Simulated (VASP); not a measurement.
Wanted: the native input for a VASP 6.6.1 run.

```yaml
Task: single point
Functional: PBE
Potentials_or_basis: VASP PAW PBE potentials, release 64 (Ir)
Cutoff: 520 eV
k_mesh: 18 × 18 × 18
Occupations: gaussian, width 0.1 eV
Spin: no spin polarisation
Dipole_correction: no
Further_INCAR_settings: ALGO = Fast; EDIFF = 1e-06; NBANDS = 10
```

The structure of Ir lies in POSCAR:

```
Ir
1.0
    0.0000000000      1.9280345991      1.9280345991
    1.9280345991      0.0000000000      1.9280345991
    1.9280345991      1.9280345991      0.0000000000
Ir
1
Direct
    0.0000000000      0.0000000000      0.0000000000
```

The input as run:

INCAR

```
PREC = Accurate
ENCUT = 520
EDIFF = 1E-6
ISMEAR = 0
SIGMA = 0.1
LREAL = F
LASPH = T
NELM = 60
ALGO = Fast
ISIF = 2
LWAVE = F
LCHARG = F
GGA = PE
NBANDS = 10
```

KPOINTS

```
Automatic mesh
0
Gamma
  18 18 18
```

Potentials or basis: VASP PAW PBE potentials, release 64 (Ir).

The run is started by

```bash
$ cat potpaw_PBE.64/Ir/POTCAR > POTCAR
$ mpirun -np 1 vasp_std > vasp.out
```

It gave:

The pressure is 4.5 GPa.

Wall time 41 s on 1 thread of AMD EPYC 7R43 64-Core Processor (Zen 3) (shared host), peak memory 0.11 GiB.
